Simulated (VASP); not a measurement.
Runs of VASP 6.6.1 on TaV. The structure is that of space group Cmmm (No. 65), or close to it. The cells are those of the table. 

| task | level | potentials or basis | cell | cutoff (eV) | gap on the mesh (eV) | pressure (GPa) | moment (μB) |
| --- | --- | --- | --- | --- | --- | --- | --- |
| relaxation of cell and atoms | LDA | VASP PAW LDA potentials, release 64 (Ta_pv, V_sv) | relaxed from a = 2.812, b = 2.812, c = 4.341 Å, angles 90.0, 90.0, 110.3°, 2 atoms | 600 | none | 0.0 | 0.00 |
| single point | RPBE | VASP PAW PBE potentials, release 64 (Ta_pv, V_sv) | a = 2.831, b = 2.831, c = 4.362 Å, angles 90.0, 90.0, 110.0°, 2 atoms | 520 | none | 0.2 | 0.55 |
| single point | LDA | VASP PAW LDA potentials, release 64 (Ta_pv, V_sv) | a = 2.750, b = 2.750, c = 4.242 Å, angles 90.0, 90.0, 110.7°, 2 atoms | 520 | none | 0.9 | 0.00 |
| single point | BLYP | VASP PAW PBE potentials, release 64 (Ta_pv, V_sv) | a = 2.850, b = 2.850, c = 4.359 Å, angles 90.0, 90.0, 110.7°, 2 atoms | 520 | none | (a) | 0.28 |
| single point | revPBE | VASP PAW PBE potentials, release 64 (Ta_pv, V_sv) | a = 2.825, b = 2.825, c = 4.354 Å, angles 90.0, 90.0, 110.1°, 2 atoms | 520 | none | 0.2 | 0.53 |
| single point | PBEsol | VASP PAW PBE potentials, release 64 (Ta_pv, V_sv) | a = 2.769, b = 2.769, c = 4.308 Å, angles 90.0, 90.0, 110.6°, 2 atoms | 520 | none | (b) | 0.00 |
| single point | PBE | VASP PAW PBE potentials, release 64 (Ta_pv, V_sv) | a = 2.810, b = 2.810, c = 4.335 Å, angles 90.0, 90.0, 110.2°, 2 atoms | 520 | none | 0.2 | 0.46 |

Alike in all rows: spin collinear, ferromagnetic start; k mesh 7 × 7 × 5; smearing fermi-dirac 0.05 eV.

Question: Estimate the missing entries.

Answer: (a) 0.6; (b) 0.4.

Caveats: spin-orbit coupling is left out, which moves the levels of the heavy elements; the PAW data sets were made with another functional, which shifts forces and pressure a little (at least some runs); the moments typed at the start vanished in this run (at least some runs); a moment this small can come from the mesh or the smearing (at least some runs).

A k mesh can miss the band edges, and the runs leave out spin-orbit coupling on Ta.

A gap of «none» marks levels without a gap at the run's occupations.
